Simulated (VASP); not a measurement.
A run of VASP 6.6.1 is set up as follows.

The input INCAR:

```
ALGO = Normal
DIPOL = 0.5 0.5 0.500
EDIFF = 1E-6
ENCUT = 520
GGA = CA
IDIPOL = 3
ISIF = 2
ISMEAR = -1
LASPH = True
LCHARG = False
LDIPOL = True
LREAL = False
LWAVE = False
NBANDS = 46
NELM = 100
PREC = Accurate
SIGMA = 0.08
```

KPOINTS

```
k-points
0
Gamma
  9 9 1
```

The input POSCAR:

```
Sn2Ir
1.0
    4.4575016955      0.0000000000      0.0000000000
   -2.2287508478      3.8603097057      0.0000000000
    0.0000000000      0.0000000000     21.4593000000
Sn Ir
4 2
Direct
    0.0000000000      0.0000000000      0.3747709475
    0.6666666667      0.3333333333      0.4573669373
    0.3333333333      0.6666666667      0.5426330628
    0.0000000000      0.0000000000      0.6252290526
    0.3333333333      0.6666666667      0.4176708308
    0.6666666667      0.3333333333      0.5823291690
```

Potentials or basis: VASP PAW LDA potentials, release 64 (Sn_d, Ir).

Command:

```console
$ cat potpaw_LDA.64/Sn_d/POTCAR potpaw_LDA.64/Ir/POTCAR > POTCAR
$ mpirun -np 1 vasp_std > vasp.out
```

Problem. Estimate the largest force.

Solution. 0.031 eV/Å.

Problem. Predict the band gap on the k mesh.

Solution. Zero (bands 37 and 38 overlap by 1.55 eV).

Forces in eV/Å, atoms in the order of the input:
```
Sn   0.000  0.000 -0.031
Sn   0.000  0.000 -0.002
Sn   0.000  0.000  0.002
Sn   0.000  0.000  0.031
Ir   0.000  0.000 -0.022
Ir   0.000  0.000  0.022
```

Caveat: spin-orbit coupling is left out, which moves the levels of the heavy elements.
